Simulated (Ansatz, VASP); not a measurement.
Two plane-wave programs on RbAuBr3

```
Rb Au Br
1.0
     5.43699    0.00000    0.00000
     0.00000    5.43699    0.00000
     0.00000    0.00000    5.43699
Rb Au Br
1 1 3
Direct
  0.50000 0.50000 0.50000
  0.00000 0.00000 0.00000
  0.50000 0.00000 0.00000
  0.00000 0.00000 0.50000
  0.00000 0.50000 0.00000
```

Alike in both runs: task single point; functional LDA; k mesh 4 × 4 × 4; occupations gaussian, width 0.1 eV; no spin polarisation.

|  | VASP | Ansatz |
| --- | --- | --- |
| version | VASP 6.6.1 | Ansatz 0.2.0 |
| potentials or method | VASP PAW LDA potentials, release 64 (Rb_sv, Au, Br) | plane waves, PAW |
| plane-wave cutoff (eV) | 520 | 420 |
| valence electrons in the cell | 41 | 49 |

|  | VASP | Ansatz | Ansatz less VASP |
| --- | --- | --- | --- |
| pressure (GPa) | -3.6 | -3.7 | -0.06 |

LDA's correlation is that of Perdew and Zunger in VASP and of Perdew and Wang (1992) in Ansatz. VASP's potentials hold 41 valence electrons a cell and Ansatz's 49, so a difference there can come from the potentials and not from the codes.

Spin-orbit coupling is off throughout.
